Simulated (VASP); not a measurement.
# Fe (Cmce) in VASP: single point with PBE

Aim: the single point of Fe with PBE.

Everything below comes from runs of VASP 6.6.1. Logs are shortened: lines on timing, memory, paths and dates and some standing lists are left out, and cuts for length are marked.

## (1) The cell of the first run

The structure is orthorhombic, space group Cmce (No. 64). Conventional cell: a = 3.877 Å, b = 6.571 Å, c = 3.882 Å, α = 90.00°, β = 90.00°, γ = 90.00°. Fe (site symmetry m) has 7 Fe at 2.09 to 2.40 Å within 2.8 Å.

## (2) Single point, PBE, collinear spin, ferromagnetic start

INCAR

```
ALGO = Fast
EDIFF = 1E-7
ENCUT = 520
GGA = PE
ISIF = 2
ISMEAR = 0
ISPIN = 2
LASPH = T
LCHARG = T
LELF = T
LMAXMIX = 4
LORBIT = 11
LREAL = F
LVHAR = T
LWAVE = F
MAGMOM = 4 4 4 4
NBANDS = 28
NELM = 150
PREC = Accurate
SIGMA = 0.1
```

KPOINTS

```
k-points
0
Gamma
  6 6 6
```

POSCAR

```
Fe
1.0
    1.9385296171     -3.2854482047      0.0000000000
    1.9385296171      3.2854482047      0.0000000000
    0.0000000000      0.0000000000      3.8822163840
Fe
4
Direct
    0.1525000000      0.8475000000      0.0785000000
    0.6525000000      0.3475000000      0.4215000000
    0.8475000000      0.1525000000      0.9215000000
    0.3475000000      0.6525000000      0.5785000000
```

Potentials or basis: VASP PAW PBE potentials, release 64 (Fe).

Started as:

```sh
$ cat potpaw_PBE.64/Fe/POTCAR > POTCAR
$ mpirun -np 1 vasp_std > vasp.out
```

OUTCAR:

```text
EDIFF = 1E-7
   ENCUT = 520
   GGA = PE
   ISIF = 2
   ISMEAR = 0
   ISPIN = 2
   LASPH = T
   LORBIT = 11
   LREAL = F
   NELM = 150
   PREC = Accurate

 ion  position               nearest neighbor table
   1  0.153  0.847  0.078-   3 2.09   4 2.33   4 2.33   2 2.35   2 2.35   3 2.40   3 2.40
   2  0.653  0.347  0.422-   4 2.09   3 2.33   3 2.33   1 2.35   1 2.35   4 2.40   4 2.40
   3  0.847  0.153  0.922-   1 2.09   2 2.33   2 2.33   4 2.35   4 2.35   1 2.40   1 2.40
   4  0.347  0.653  0.578-   2 2.09   1 2.33   1 2.33   3 2.35   3 2.35   2 2.40   2 2.40

  LATTYP: Found a base centered orthorhombic cell.
 ALAT       =     3.8770592342
 B/A-ratio  =     1.6948145521
 C/A-ratio  =     1.0013301705

  Lattice vectors:

 A1 = (   1.9385296171,  -3.2854482047,   0.0000000000)
 A2 = (   1.9385296171,   3.2854482047,   0.0000000000)
 A3 = (   0.0000000000,   0.0000000000,   3.8822163840)

Analysis of symmetry for initial positions (statically):
=====================================================================
 Subroutine PRICEL returns:
 Original cell was already a primitive cell.

 Routine SETGRP: Setting up the symmetry group for a
 base centered orthorhombic supercell.

 Subroutine GETGRP returns: Found  8 space group operations
 (whereof  4 operations were pure point group operations)
 out of a pool of  8 trial point group operations.

The static configuration has the point symmetry C_2h.
 The point group associated with its full space group is D_2h.

Analysis of symmetry for dynamics (positions and initial velocities):
=====================================================================
 Subroutine PRICEL returns:
 Original cell was already a primitive cell.

 Routine SETGRP: Setting up the symmetry group for a
 base centered orthorhombic supercell.

 Subroutine GETGRP returns: Found  8 space group operations
 (whereof  4 operations were pure point group operations)
 out of a pool of  8 trial point group operations.

The dynamic configuration has the point symmetry C_2h.
 The point group associated with its full space group is D_2h.

Analysis of structural, dynamic, and magnetic symmetry:
=====================================================================
 Subroutine PRICEL returns:
 Original cell was already a primitive cell.

 Routine SETGRP: Setting up the symmetry group for a
 base centered orthorhombic supercell.

 Subroutine GETGRP returns: Found  8 space group operations
 (whereof  4 operations were pure point group operations)
 out of a pool of  8 trial point group operations.

The overall configuration has the point symmetry C_2h.
[... 133 lines left out ...]
   LEPSILON=     F    determine dielectric tensor
   LRPA    =     F    only Hartree local field effects (RPA)
 spin polarized calculation
 RMM-DIIS sequential band-by-band and
 Gauss-broadening in eV      SIGMA  =   0.10
  energy-cutoff  :      520.00
  volume of cell :       49.45
 maximum number of plane-waves:      1348
   NGX = 15   NGY = 15   NGZ = 15

 number of electron      32.0000000 magnetization      16.0000000

 number of electron      32.0000018 magnetization       1.7442890

 Free energy of the ion-electron system (eV)
  ---------------------------------------------------
  ext. energy  EPLUGINS =         0.00000000
  ---------------------------------------------------
  free energy    TOTEN  =       -29.80367400 eV

  energy without entropy =      -29.76970058  energy(sigma->0) =      -29.78668729

 E-fermi :   5.0453     XC(G=0): -12.5081

 val. band max:        5.0440618641   @ k =   0.5000   0.5000   0.3333
 cond. band min:       5.0503978073   @ k =  -0.1667   0.1667   0.3333
 fundamental gap:      0.0063359432
 Fermi energy:         5.0452501847

 spin component 1

 k-point     1 :       0.0000    0.0000    0.0000
  band No.  band energies     occupation
      1      -2.7324      1.00000
      2       1.2493      1.00000
      3       1.3873      1.00000
      4       1.4052      1.00000
      5       2.0935      1.00000
      6       2.1254      1.00000
[... 733 lines left out ...]
     27      15.2624      0.00000
     28      17.0434      0.00000

 [... further k-points ...]

 spin component 2

 k-point     1 :       0.0000    0.0000    0.0000
  band No.  band energies     occupation
      1      -2.6698      1.00000
      2       1.6332      1.00000
      3       1.7223      1.00000
      4       1.7512      1.00000
      5       2.3757      1.00000
      6       2.5179      1.00000
[... 733 lines left out ...]
     27      15.4833      0.00000
     28      17.1964      0.00000

 [... further k-points ...]

------------------------ aborting loop because EDIFF is reached ----------------------------------------

  FORCE on cell =-STRESS in cart. coord.  units (eV):
  Direction    XX          YY          ZZ          XY          YZ          ZX
  --------------------------------------------------------------------------------------
  -------------------------------------------------------------------------------------
  Total       -1.5421925     -1.4197531     -1.1845499      0.0000000     -0.0000000      0.0000000
  in kB      -49.9657446    -45.9988123    -38.3784258      0.0000000     -0.0000000      0.0000000
  external PRESSURE =     -44.7809943 kB  Pullay stress =       0.0000000 kB

 VOLUME and BASIS-vectors are now :
 -----------------------------------------------------------------------------
  energy-cutoff  :      520.00
  volume of cell :       49.45
      direct lattice vectors                 reciprocal lattice vectors
     1.938529617 -3.285448205  0.000000000     0.257927450 -0.152186237  0.000000000
     1.938529617  3.285448205  0.000000000     0.257927450  0.152186237  0.000000000
     0.000000000  0.000000000  3.882216384     0.000000000  0.000000000  0.257584818

 POSITION                                       TOTAL-FORCE (eV/Angst)
 -----------------------------------------------------------------------------------
      1.93853      2.28339      0.30475         0.000000      0.295649     -0.535062
      1.93853     -1.00206      1.63635         0.000000      0.295649      0.535062
      1.93853     -2.28339      3.57746         0.000000     -0.295649      0.535062
      1.93853      1.00206      2.24586         0.000000     -0.295649     -0.535062
 -----------------------------------------------------------------------------------
    total drift:                                0.000000      0.000000     -0.000000

  FREE ENERGIE OF THE ION-ELECTRON SYSTEM (eV)
  ---------------------------------------------------
  free  energy   TOTEN  =       -29.8036739976 eV

  energy  without entropy=      -29.7697005841  energy(sigma->0) =      -29.78668729

 total charge

# of ion       s       p       d       tot
------------------------------------------
    1        0.538   0.508   6.380   7.426
    2        0.538   0.508   6.380   7.426
    3        0.538   0.508   6.380   7.426
    4        0.538   0.508   6.380   7.426
--------------------------------------------------
tot          2.151   2.033  25.519  29.703

 magnetization (x)

# of ion       s       p       d       tot
------------------------------------------
    1       -0.000  -0.001   0.429   0.428
    2       -0.000  -0.001   0.429   0.428
    3       -0.000  -0.001   0.429   0.428
    4       -0.000  -0.001   0.429   0.428
--------------------------------------------------
tot         -0.001  -0.002   1.714   1.711
```

OSZICAR:

```text
N       E                     dE             d eps       ncg     rms          rms(c)
DAV:   1     0.235371519918E+03    0.23537E+03   -0.14363E+04  5840   0.152E+03
DAV:   2    -0.159433922357E+02   -0.25131E+03   -0.23561E+03  5824   0.304E+02
DAV:   3    -0.293531512331E+02   -0.13410E+02   -0.12541E+02  6204   0.999E+01
[... 15 lines left out ...]
RMM:  19    -0.298036691083E+02   -0.19302E-04   -0.42305E-05  6184   0.487E-02    0.140E-02
RMM:  20    -0.298036730874E+02   -0.39791E-05   -0.24158E-05  6208   0.318E-02    0.579E-03
RMM:  21    -0.298036737232E+02   -0.63579E-06   -0.42020E-06  6258   0.185E-02    0.219E-03
RMM:  22    -0.298036738983E+02   -0.17512E-06   -0.10242E-06  5970   0.671E-03    0.168E-03
RMM:  23    -0.298036739976E+02   -0.99320E-07   -0.29198E-07  4224   0.410E-03
   1 F= -.29803674E+02 E0= -.29786687E+02  d E =-.339734E-01  mag=     1.7428
```

stdout:

```text
POSCAR found type information on POSCAR Fe
 POSCAR found :  1 types and       4 ions
 scaLAPACK will be used
 LDA part: xc-table for (Slater+PW92), standard interpolation
 POSCAR, INCAR and KPOINTS ok, starting setup
 FFT: planning ... GRIDC
 FFT: planning ... GRID_SOFT
 FFT: planning ... GRID
 WAVECAR not read
 entering main loop
```

Wall time 2.2 min (1 thread of Intel Xeon Platinum 8488C (Sapphire Rapids), shared host); peak memory 0.23 GiB.

What came out:

```yaml
Free_energy: -29.8037 eV
Pressure: -4.5 GPa
Largest_force: 0.611 eV/Å
Net_moment: 1.74 μB per cell
Site_moments: Fe +0.43 μB
Valence_electrons_inside_the_program's_atomic_spheres: Fe 7.43
```

Forces on the atoms (eV/Å):
```
Fe   0.000  0.296 -0.535
Fe   0.000  0.296  0.535
Fe   0.000 -0.296  0.535
Fe   0.000 -0.296 -0.535
```

Levels at points of the mesh, in eV from the Fermi level:
Spin up:
```tsv
k point	band 14	band 15	band 16	band 17	band 18	band 19	band 20	band 21
(0.00, 0.00, 0.00)	-1.05	-0.80	-0.72	-0.51	0.38	0.45	0.97	1.00
(0.50, 0.00, 0.00)	-0.94	-0.26	-0.26	-0.12	-0.12	0.31	0.31	0.97
(0.50, 0.50, 0.00)	-0.66	-0.57	-0.04	0.24	0.28	0.28	0.64	0.98
(0.00, 0.00, 0.50)	-1.25	-0.98	-0.98	-0.23	-0.23	0.59	0.59	0.77
(0.50, 0.00, 0.50)	-0.69	-0.31	-0.31	0.13	0.13	0.52	0.52	1.10
(0.50, 0.50, 0.50)	-0.89	-0.61	-0.61	0.19	0.19	0.58	0.58	1.16
```
Spin down:
| k point | band 11 | band 12 | band 13 | band 14 | band 15 | band 16 | band 17 | band 18 | band 19 | band 20 |
| --- | --- | --- | --- | --- | --- | --- | --- | --- | --- | --- |
| (0.00, 0.00, 0.00) | -1.09 | -0.95 | -0.95 | -0.60 | -0.39 | -0.29 | 0.09 | 0.91 | 0.97 | 1.37 |
| (0.50, 0.00, 0.00) | -1.19 | -1.19 | -0.57 | -0.57 | 0.21 | 0.21 | 0.40 | 0.40 | 0.74 | 0.74 |
| (0.50, 0.50, 0.00) | -1.38 | -0.74 | -0.61 | -0.22 | 0.08 | 0.33 | 0.67 | 0.72 | 0.74 | 1.08 |
| (0.00, 0.00, 0.50) | -1.06 | -1.06 | -0.85 | -0.85 | -0.63 | -0.63 | 0.35 | 0.35 | 1.05 | 1.05 |
| (0.50, 0.00, 0.50) | -1.56 | -1.56 | -0.26 | -0.26 | 0.13 | 0.13 | 0.53 | 0.53 | 0.98 | 0.98 |
| (0.50, 0.50, 0.50) | -1.91 | -1.91 | -0.47 | -0.47 | -0.15 | -0.15 | 0.64 | 0.64 | 0.96 | 0.96 |

Caveat: the cell stands under tension.
